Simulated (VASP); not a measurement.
**BaTiO3: relaxation of cell and atoms with PBEsol**

BaTiO3:

```xyz
5
Lattice="3.9998 0.0000 0.0000 0.0000 3.9998 0.0000 0.0000 0.0000 4.0180" Properties=species:S:1:pos:R:3 pbc="T T T"
Ba    0.0000    0.0000    0.0000
Ti    1.9999    1.9999    1.9688
O     0.0000    1.9999    2.0773
O     1.9999    0.0000    2.0773
O     1.9999    1.9999    0.0763
```

| Item | Value |
| --- | --- |
| Program | VASP 6.6.1 |
| Task | relaxation of cell and atoms |
| Functional | PBEsol |
| Potentials or basis | VASP PAW PBE potentials, release 64 (Ba_sv, Ti_sv, O) |
| Cutoff | 600 eV |
| k mesh | 7 × 7 × 7 |
| Occupations | fermi-dirac, width 0.05 eV |
| Spin | no spin polarisation |
| Target pressure | 20 GPa |
| Dipole correction | no |
| Further INCAR settings | ALGO = Normal; EDIFF = 1e-06; IBRION = 2; EDIFFG = -0.01; NSW = 60; ISIF = 3 |

- Relaxed volume: 11.53 Å³/atom
- Relaxed cell: a = 3.863 Å, b = 3.863 Å, c = 3.864 Å, α = 90.00°, β = 90.00°, γ = 90.00°
- Space group after relaxing (to 0.05 Å): Pm-3m (No. 221)
- Energy change on relaxing (the enthalpy is what falls): +64.3 meV/atom
- Ionic steps: 21
- Pressure after relaxing: 20.1 GPa
- Largest force after relaxing: 0.005 eV/Å
- Band gap on the k mesh: 1.91 eV, direct

Forces on the atoms (eV/Å):
```
Ba   0.000  0.000  0.005
Ti   0.000  0.000  0.005
O    0.000  0.000 -0.005
O    0.000  0.000 -0.005
O    0.000  0.000  0.000
```

The path:
```
step  energy change (eV)  largest force (eV/Å)  pressure (GPa)  volume (Å³)
   1              0.0000                0.3266           -2.18        64.28
   2              2.9001                2.5716           81.42        49.11
   3              0.2752                0.4515           18.60        58.24
   4              0.3035                0.4903           19.66        58.00
   5              0.3187                0.5104           20.22        57.88
   6              0.3309                0.1495           20.44        57.69
   7              0.3371                0.1416           20.57        57.63
   8              0.3000                0.1035           19.27        57.89
   9              0.2822                0.0914           18.61        58.02
  10              0.3141                0.0924           19.76        57.75
  11              0.3221                0.0935           20.00        57.68
  12              0.3253                0.0746           20.19        57.65
  13              0.3306                0.0501           20.39        57.60
  14              0.3318                0.0453           20.44        57.60
  15              0.3108                0.0255           19.68        57.76
  16              0.3166                0.0307           19.88        57.72
  17              0.3163                0.0235           19.88        57.72
  18              0.3162                0.0161           19.86        57.72
  19              0.3257                0.0125           20.21        57.64
  20              0.3230                0.0134           20.14        57.66
  21              0.3217                0.0050           20.07        57.67
```

Final structure:
```
Ba Ti O
1.0
     3.86347    0.00000    0.00000
     0.00000    3.86347    0.00000
     0.00000    0.00000    3.86372
Ba Ti O
1 1 3
Direct
  0.00000 0.00000 0.00835
  0.50000 0.50000 0.50799
  0.00000 0.50000 0.50892
  0.50000 0.00000 0.50892
  0.50000 0.50000 0.00882
```

Levels at points of the mesh, in eV from the valence-band top:
```csv
k point,band 17,band 18,band 19,band 20,band 21,band 22,band 23,band 24
"(0.00, 0.00, 0.00)",-1.27,0.00,0.00,0.00,1.91,1.91,1.91,4.68
```

Run time: 8.6 min on 1 thread of Intel(R) Xeon(R) Platinum 8488C (Sapphire Rapids) (shared host), peak memory 0.24 GiB.

Caveat: the cell is relaxed towards a set pressure, so the enthalpy falls and the energy may rise; the PAW data sets were made with another functional, which shifts forces and pressure a little; spin-orbit coupling is left out, which moves the levels of the heavy elements. A k mesh can miss the band edges.
